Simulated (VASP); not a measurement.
Here is a VASP 6.6.1 calculation.

The input INCAR:

```
SYSTEM = Ni
  PREC = Accurate
  ENCUT = 520
  EDIFF = 1E-7
  ISMEAR = 0
  SIGMA = 0.05
  LREAL = .False.
  LASPH = .True.
  NELM = 150
  ALGO = Normal
  ISIF = 2
  LWAVE = .False.
  LCHARG = .False.
  ISPIN = 2
  MAGMOM = 0.8 0.8
  LORBIT = 11
  LMAXMIX = 4
  GGA = PE
  NBANDS = 21
```

File KPOINTS:

```
Automatic mesh
0
Gamma
  14 14 10
  0 0 0
```

File POSCAR:

```
Ni
1.0
    0.0000000000      1.7593096190     -1.7593096190
    0.0000000000      1.7593096190      1.7593096190
    3.5186192380      0.0000000000      0.0000000000
Ni
2
Direct
    0.0000000000      0.0000000000      0.0000000000
    0.5000000000      0.5000000000      0.5000000000
```

Potentials or basis: VASP PAW PBE potentials, release 64 (Ni).

The run is started by

```console
$ cat potpaw_PBE.64/Ni/POTCAR > POTCAR
$ mpirun -np 1 vasp_std > vasp.out
```

Question: Predict the net moment.

Answer: 1.22 μB per cell.

Question: Predict the site moments.

Answer: Ni +0.62 μB.

Question: Estimate the pressure.

Answer: -0.3 GPa.

Stress tensor (GPa, compression positive):
```
-0.16  0.00  0.00
 0.00 -0.31  0.00
 0.00  0.00 -0.31
```
